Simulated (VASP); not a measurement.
# ZnInGaO4 (R3m) in VASP: single point with PBE

Aim: the single point of ZnInGaO4 with PBE.

Everything below comes from runs of VASP 6.6.1. Logs are shortened: lines on timing, memory, paths and dates and some standing lists are left out, and cuts for length are marked.

### Step 1. The cell of the first run

It takes space group R3m (No. 160, trigonal). Conventional cell: a = 3.356 Å, b = 3.356 Å, c = 26.111 Å, α = 90.00°, β = 90.00°, γ = 120.00°. Zn (site symmetry 3m) has 5 O at 2.00 to 2.55 Å within 2.6 Å. Within 2.9 Å of In (site symmetry 3m) lie 6 O at 2.22 Å. Ga (site symmetry 3m) has 5 O at 1.94 to 2.00 Å within 2.6 Å. Within 2.6 Å of O (site symmetry 3m) lie 1 Zn at 2.00 Å and 3 In at 2.22 Å. O (site symmetry 3m) has 1 Ga at 1.98 Å and 3 In at 2.22 Å within 2.6 Å. Within 2.6 Å of O (site symmetry 3m) lie 3 Ga at 1.94 Å and 1 Zn at 2.55 Å. Within 2.6 Å of O (site symmetry 3m) lie 1 Ga at 2.00 Å and 3 Zn at 2.02 Å.

### Step 2. Single point, PBE

Contents of INCAR:

```
PREC = Accurate
ENCUT = 520
EDIFF = 1E-6
ISMEAR = 0
SIGMA = 0.02
LREAL = False
LASPH = True
NELM = 80
ALGO = Normal
ISIF = 2
LWAVE = False
LCHARG = False
GGA = PE
NBANDS = 40
```

Contents of KPOINTS:

```
regular mesh
0
Gamma
  12 12 12
```

Contents of POSCAR:

```
ZnInGaO4
1.0
    1.6780870742      0.9688440240      8.7037738622
   -1.6780870742      0.9688440240      8.7037738622
    0.0000000000     -1.9376880481      8.7037738622
Zn In Ga O
1 1 1 4
Direct
    0.2188058434      0.2188058434      0.2188058434
    0.0030766886      0.0030766886      0.0030766886
    0.7870516783      0.7870516783      0.7870516783
    0.2952710204      0.2952710204      0.2952710204
    0.7112323890      0.7112323890      0.7112323890
    0.1210362594      0.1210362594      0.1210362594
    0.8635271209      0.8635271209      0.8635271209
```

Potentials or basis: VASP PAW PBE potentials, release 64 (Zn, In_d, Ga_d, O).

Command:

```console
> cat potpaw_PBE.64/Zn/POTCAR potpaw_PBE.64/In_d/POTCAR potpaw_PBE.64/Ga_d/POTCAR potpaw_PBE.64/O/POTCAR > POTCAR
> mpirun -np 1 vasp_std > vasp.out
```

OUTCAR:

```text
PREC = Accurate
   ENCUT = 520
   EDIFF = 1E-6
   ISMEAR = 0
   LREAL = False
   LASPH = True
   NELM = 80
   ISIF = 2
   GGA = PE

 ion  position               nearest neighbor table
   1  0.219  0.219  0.219-   4 2.00   7 2.02   7 2.02   7 2.02
   2  0.003  0.003  0.003-   4 2.22   4 2.22   4 2.22   5 2.22   5 2.22   5 2.22
   3  0.787  0.787  0.787-   6 1.94   6 1.94   6 1.94   5 1.98   7 2.00
   4  0.295  0.295  0.295-   1 2.00   2 2.22   2 2.22   2 2.22
   5  0.711  0.711  0.711-   3 1.98   2 2.22   2 2.22   2 2.22
   6  0.121  0.121  0.121-   3 1.94   3 1.94   3 1.94
   7  0.864  0.864  0.864-   3 2.00   1 2.02   1 2.02   1 2.02

  LATTYP: Found a trigonal (rhomboedric) cell.
 ALAT       =     8.9168556350
 COS(alpha) =     0.9291670207

  Lattice vectors:

 A1 = (   1.6780870742,   0.9688440240,   8.7037738622)
 A2 = (  -1.6780870742,   0.9688440240,   8.7037738622)
 A3 = (   0.0000000000,  -1.9376880481,   8.7037738622)

Analysis of symmetry for initial positions (statically):
=====================================================================
 Subroutine PRICEL returns:
 Original cell was already a primitive cell.

 Routine SETGRP: Setting up the symmetry group for a
 trigonal (rhombohedral) supercell.

 Subroutine GETGRP returns: Found  6 space group operations
 (whereof  6 operations were pure point group operations)
 out of a pool of 12 trial point group operations.

The static configuration has the point symmetry C_3v.

Analysis of symmetry for dynamics (positions and initial velocities):
=====================================================================
 Subroutine PRICEL returns:
 Original cell was already a primitive cell.

 Routine SETGRP: Setting up the symmetry group for a
 trigonal (rhombohedral) supercell.

 Subroutine GETGRP returns: Found  6 space group operations
 (whereof  6 operations were pure point group operations)
 out of a pool of 12 trial point group operations.

The dynamic configuration has the point symmetry C_3v.

 Subroutine INISYM returns: Found  6 space group operations
 (whereof  6 operations are pure point group operations),
 and found     1 'primitive' translations

----------------------------------------------------------------------------------------

                                     Primitive cell

  volume of cell :      84.9038

  direct lattice vectors                    reciprocal lattice vectors
     1.678087074  0.968844024  8.703773862     0.297958317  0.172026314  0.038297564
    -1.678087074  0.968844024  8.703773862    -0.297958317  0.172026314  0.038297564
     0.000000000 -1.937688048  8.703773862     0.000000000 -0.344052629  0.038297564

  length of vectors
     8.916855635  8.916855635  8.916855635     0.346177577  0.346177577  0.346177577

  position of ions in fractional coordinates (direct lattice)
     0.218805843  0.218805843  0.218805843
     0.003076689  0.003076689  0.003076689
     0.787051678  0.787051678  0.787051678
     0.295271020  0.295271020  0.295271020
     0.711232389  0.711232389  0.711232389
     0.121036259  0.121036259  0.121036259
     0.863527121  0.863527121  0.863527121

  ion indices of the primitive-cell ions
   primitive index   ion index
                 1           1
                 2           2
                 3           3
                 4           4
                 5           5
                 6           6
                 7           7

----------------------------------------------------------------------------------------

 KPOINTS: regular mesh

Automatic generation of k-mesh.
 Grid dimensions read from file:
 generate k-points for:   12   12   12

 Generating k-lattice:

  Cartesian coordinates                     Fractional coordinates (reciprocal lattice)
     0.024829860  0.014335526  0.003191464     0.083333333  0.000000000 -0.000000000
    -0.024829860  0.014335526  0.003191464     0.000000000  0.083333333 -0.000000000
     0.000000000 -0.028671052  0.003191464     0.000000000  0.000000000  0.083333333

  Length of vectors
     0.028848131  0.028848131  0.028848131

  Shift w.r.t. Gamma in fractional coordinates (k-lattice)
     0.000000000  0.000000000  0.000000000

 Subroutine IBZKPT returns following result:
 ===========================================

 Found    189 irreducible k-points:

 Following reciprocal coordinates:
            Coordinates               Weight
  0.000000  0.000000  0.000000      1.000000
  0.083333  0.000000  0.000000      6.000000
  0.166667  0.000000  0.000000      6.000000
  0.250000  0.000000  0.000000      6.000000
  0.333333  0.000000 -0.000000      6.000000
  0.416667  0.000000  0.000000      6.000000
[... 16 lines left out ...]
  0.500000  0.166667 -0.000000     12.000000
 -0.416667  0.166667 -0.000000     12.000000
 [... further k-points ...]
   k-points           NKPTS =    189   k-points in BZ     NKDIM =    189   number of bands    NBANDS=     40
   number of dos      NEDOS =    301   number of ions     NIONS =      7
   total plane-waves  NPLWV = 343000
   dimension x,y,z NGX =    70 NGY =   70 NGZ =   70
   dimension x,y,z NGXF=   140 NGYF=  140 NGZF=  140
   ions per type =               1   1   1   4
   NGX,Y,Z   is equivalent  to a cutoff of  13.05, 13.05, 13.05 a.u.
   NGXF,Y,Z  is equivalent  to a cutoff of  26.10, 26.10, 26.10 a.u.
 SYSTEM =  unknown system
   PREC   = accura    normal or accurate (medium, high low for compatibility)
   ISTART =      0    job   : 0-new  1-cont  2-samecut
   ICHARG =      2    charge: 1-file 2-atom 10-const
   ISPIN  =      1    spin polarized calculation?
   LNONCOLLINEAR =      F non collinear calculations
   LSORBIT =      F    spin-orbit coupling
   LASPH  =      T    aspherical Exc in radial PAW
   ENCUT  =  520.0 eV  38.22 Ry    6.18 a.u.  16.58 16.58 16.58*2*pi/ulx,y,z
   NELM   =     80;   NELMIN=  2; NELMDL= -5     # of ELM steps
   EDIFF  = 0.1E-05   stopping-criterion for ELM
   LREAL  =      F    real-space projection
   EDIFFG = 0.1E-04   stopping-criterion for IOM
   NSW    =      0    number of steps for IOM
   IBRION =     -1    ionic relax: 0-MD 1-quasi-New 2-CG
   NFREE  =      0    steps in history (QN), initial steepest desc. (CG)
   ISIF   =      2    stress and relaxation
   ISYM   =      2    0-nonsym 1-usesym 2-fastsym
   POTIM  = 0.5000    time-step for ionic-motion
   TEBEG  =    0.0;   TEEND  =   0.0 temperature during run
   PSTRESS=    0.0 pullay stress
   NELECT =      62.0000    total number of electrons
   NUPDOWN=      -1.0000    fix difference up-down
   EMIN   =  10.00;   EMAX   =-10.00  energy-range for DOS
   EFERMI =   0.00;   METHOD = LEGACY
   ISMEAR =     0;   SIGMA  =   0.02  broadening in eV -4-tet -1-fermi 0-gaus
   EFERMI_NEDOS =   21; number of points for ismear=-14 and -15
   IALGO  =     38    algorithm
   IMIX   =      4    mixing-type and parameters
     AMIX     =   0.40;   BMIX     =  1.00
     AMIX_MAG =   1.60;   BMIX_MAG =  1.00
  volume/ion in A,a.u.               =      12.13        81.85
  Fermi-wavevector in a.u.,A,eV,Ry     =   1.474222  2.785876 29.569971  2.173332
  Thomas-Fermi vector in A             =   2.589020
   LORBIT       =      0    0 simple, 1 ext, 2 COOP (PROOUT), +10 PAW based schemes
   GGA     = PE    functional components
   LHFCALC =     F    Hartree Fock is set to
   AEXX    =    0.0000 exact exchange contribution
   IVDW    =     0    specifies the selected vdW correction
   LEPSILON=     F    determine dielectric tensor
   LRPA    =     F    only Hartree local field effects (RPA)
 non-spin polarized calculation
 Gauss-broadening in eV      SIGMA  =   0.02
  energy-cutoff  :      520.00
  volume of cell :       84.90
 maximum number of plane-waves:      2301
 NGX is ok and might be reduce to    70
   NGX = 33   NGY = 33   NGZ = 33

 number of electron      62.0000007 magnetization

 Free energy of the ion-electron system (eV)
  ---------------------------------------------------
  ext. energy  EPLUGINS =         0.00000000
  ---------------------------------------------------
  free energy    TOTEN  =       -37.81212604 eV

  energy without entropy =      -37.81212604  energy(sigma->0) =      -37.81212604

 E-fermi :   3.7585     XC(G=0): -11.0281

 val. band max:        3.5890652960   @ k =   0.0000   0.0000   0.0000
 cond. band min:       4.6840014308   @ k =   0.0000   0.0000   0.0000
 fundamental gap:      1.0949361348
 Fermi energy:         3.7584873584

 k-point     1 :       0.0000    0.0000    0.0000
  band No.  band energies     occupation
      1     -14.8830      2.00000
      2     -13.9867      2.00000
      3     -13.4223      2.00000
      4     -13.0021      2.00000
      5      -9.7416      2.00000
      6      -9.7416      2.00000
[... 32 lines left out ...]
     39      15.6871      0.00000
     40      15.6872      0.00000

 k-point     2 :       0.0833    0.0000    0.0000
  band No.  band energies     occupation
      1     -14.8412      2.00000
      2     -13.9505      2.00000
      3     -13.4063      2.00000
      4     -13.0334      2.00000
      5      -9.7299      2.00000
      6      -9.7273      2.00000
[... 32 lines left out ...]
     39      15.2282      0.00000
     40      15.8171      0.00000

 k-point     3 :       0.1667    0.0000    0.0000
  band No.  band energies     occupation
      1     -14.7244      2.00000
      2     -13.8521      2.00000
      3     -13.3658      2.00000
      4     -13.1102      2.00000
      5      -9.6917      2.00000
      6      -9.6879      2.00000
[... 853 lines left out ...]
  band No.  band energies     occupation
      1     -14.1881      2.00000
      2     -13.6071      2.00000
      3     -13.2977      2.00000
      4     -13.1389      2.00000
      5      -9.5440      2.00000
      6      -9.4367      2.00000
[... 32 lines left out ...]
     39      14.4473      0.00000
     40      14.6094      0.00000

 k-point    24 :      -0.4167    0.1667   -0.0000
  band No.  band energies     occupation
      1     -14.1389      2.00000
      2     -13.6237      2.00000
      3     -13.2743      2.00000
      4     -13.1261      2.00000
      5      -9.5261      2.00000
      6      -9.4404      2.00000
[... 32 lines left out ...]
     39      14.3350      0.00000
     40      14.6277      0.00000

 [... further k-points ...]

------------------------ aborting loop because EDIFF is reached ----------------------------------------

  FORCE on cell =-STRESS in cart. coord.  units (eV):
  Direction    XX          YY          ZZ          XY          YZ          ZX
  --------------------------------------------------------------------------------------
  -------------------------------------------------------------------------------------
  Total        0.3188541      0.3188541      0.3386208      0.0000000     -0.0000000      0.0000000
  in kB        6.0169357      6.0169357      6.3899427      0.0000000     -0.0000000      0.0000000
  external PRESSURE =       6.1412714 kB  Pullay stress =       0.0000000 kB

 VOLUME and BASIS-vectors are now :
 -----------------------------------------------------------------------------
  energy-cutoff  :      520.00
  volume of cell :       84.90
      direct lattice vectors                 reciprocal lattice vectors
     1.678087074  0.968844024  8.703773862     0.297958317  0.172026314  0.038297564
    -1.678087074  0.968844024  8.703773862    -0.297958317  0.172026314  0.038297564
     0.000000000 -1.937688048  8.703773862     0.000000000 -0.344052629  0.038297564

 POSITION                                       TOTAL-FORCE (eV/Angst)
 -----------------------------------------------------------------------------------
      0.00000     -0.00000      5.71331         0.000000      0.000000     -0.000559
      0.00000     -0.00000      0.08034         0.000000     -0.000000      0.000973
      0.00000     -0.00000     20.55096         0.000000      0.000000     -0.004001
      0.00000     -0.00000      7.70992         0.000000     -0.000000      0.017568
      0.00000     -0.00000     18.57122         0.000000      0.000000     -0.006795
      0.00000     -0.00000      3.16042         0.000000      0.000000     -0.002998
      0.00000     -0.00000     22.54783         0.000000      0.000000     -0.004188
 -----------------------------------------------------------------------------------
    total drift:                               -0.000000     -0.000000     -0.000044

  FREE ENERGIE OF THE ION-ELECTRON SYSTEM (eV)
  ---------------------------------------------------
  free  energy   TOTEN  =       -37.8121260390 eV

  energy  without entropy=      -37.8121260390  energy(sigma->0) =      -37.81212604
```

Run time: 41 min. Hardware: 1 thread of Intel Xeon 6975P-C (Granite Rapids), shared host; peak memory 1.1 GiB.

Results:

```
Free energy            : -37.8121 eV
Pressure               : 0.6 GPa
Largest force          : 0.018 eV/Å
Band gap on the k mesh : 1.09 eV
```

Forces on the atoms (eV/Å):
```
Zn   0.000  0.000 -0.001
In   0.000  0.000  0.001
Ga   0.000  0.000 -0.004
O    0.000  0.000  0.018
O    0.000  0.000 -0.007
O    0.000  0.000 -0.003
O    0.000  0.000 -0.004
```

Caveat: spin-orbit coupling is left out, which moves the levels of the heavy elements.
